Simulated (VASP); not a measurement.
Write the native input for VASP 6.6.1 that does the following.

* Task: single point
* Functional: LDA
* Potentials or basis: VASP PAW LDA potentials, release 64 (Rb_sv)
* Cutoff: 520 eV
* k mesh: 9 × 9 × 5
* Occupations: fermi-dirac, width 0.1 eV
* Spin: no spin polarisation
* Dipole correction: no
* Further INCAR settings: ALGO = Normal; EDIFF = 1e-06; NBANDS = 16

The structure of Rb lies in POSCAR:

```
Rb
1.0
    4.7868302380      0.0000000000      0.0000000000
   -2.3934151190      4.1455165897      0.0000000000
    0.0000000000      0.0000000000      7.8682892793
Rb
2
Direct
    0.3333333333      0.6666666667      0.2500000000
    0.6666666667      0.3333333333      0.7500000000
```

One way to write it, as run:

INCAR

```
SYSTEM = Rb
ALGO = Normal
EDIFF = 1E-6
ENCUT = 520
ISIF = 2
ISMEAR = -1
LASPH = .True.
LCHARG = .True.
LELF = .True.
LREAL = .False.
LVHAR = .True.
LWAVE = .False.
NBANDS = 16
NELM = 100
PREC = Accurate
SIGMA = 0.1
```

KPOINTS

```
k-points
0
Gamma
  9 9 5
  0 0 0
```

Potentials or basis: VASP PAW LDA potentials, release 64 (Rb_sv).

Launch:

```sh
$ cat potpaw_LDA.64/Rb_sv/POTCAR > POTCAR
$ mpirun -np 1 vasp_std > vasp.out
```

It gave:

```yaml
Pressure: 0.0 GPa
Band_gap_on_the_k_mesh: zero (band 9 reaches 1.17 eV, above the bottom of band 10 at -0.98 eV)
```

It took 40 s on 1 thread of Intel(R) Xeon(R) Platinum 8488C (Sapphire Rapids) (shared host), peak memory 0.24 GiB.
